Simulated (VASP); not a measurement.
Set up this calculation in VASP 6.6.1, as the native input.

- Task: single point
- Functional: r2SCAN
- Potentials or basis: VASP PAW PBE potentials, release 64 (Na_pv, I)
- Cutoff: 520 eV
- k mesh: 6 × 6 × 6
- Occupations: gaussian, width 0.01 eV
- Spin: no spin polarisation
- Dipole correction: no
- Further INCAR settings: ALGO = Normal; EDIFF = 1e-06; NBANDS = 14

NaI:

```
CELL_PARAMETERS angstrom
0.00000 3.22972 3.22972
3.22972 0.00000 3.22972
3.22972 3.22972 0.00000
ATOMIC_POSITIONS crystal
Na 0.00000 0.00000 0.00000
I 0.50000 0.50000 0.50000
```

These files were run (other wordings do the same):

POSCAR

```
NaI
1.0
    0.0000000000      3.2297205820      3.2297205820
    3.2297205820      0.0000000000      3.2297205820
    3.2297205820      3.2297205820      0.0000000000
Na I
1 1
Direct
    0.0000000000      0.0000000000      0.0000000000
    0.5000000000      0.5000000000      0.5000000000
```

INCAR.step1

```
PREC = Accurate
ENCUT = 520
ISMEAR = 0
SIGMA = 0.01
LREAL = F
LASPH = T
NELM = 60
NBANDS = 14
GGA = PE
ALGO = Normal
EDIFF = 1E-4
LWAVE = T
LCHARG = F
```

INCAR.step2

```
PREC = Accurate
ENCUT = 520
EDIFF = 1E-6
ISMEAR = 0
SIGMA = 0.01
LREAL = F
LASPH = T
NELM = 60
ALGO = Normal
ISIF = 2
LWAVE = F
LCHARG = T
METAGGA = R2SCAN
LMIXTAU = T
LELF = T
LVHAR = T
NBANDS = 14
ISTART = 1
```

KPOINTS

```
regular mesh
0
Gamma
  6 6 6
```

Potentials or basis: VASP PAW PBE potentials, release 64 (Na_pv, I).

Run with:

```sh
$ cat potpaw_PBE.64/Na_pv/POTCAR potpaw_PBE.64/I/POTCAR > POTCAR
$ cp INCAR.step1 INCAR
$ mpirun -np 1 vasp_std > vasp.out
$ cp INCAR.step2 INCAR
$ mpirun -np 1 vasp_std > vasp.out
```

Results of the run:

| Property | Result |
| --- | --- |
| Pressure | -0.1 GPa |
| Band gap on the k mesh | 4.46 eV, direct |

Caveat: the PAW data sets were made with another functional, which shifts forces and pressure a little; spin-orbit coupling is left out, which moves the levels of the heavy elements.

Run time: 54 s on 1 thread of Intel(R) Xeon(R) Platinum 8488C (Sapphire Rapids), with other jobs on the host, peak memory 0.21 GiB.
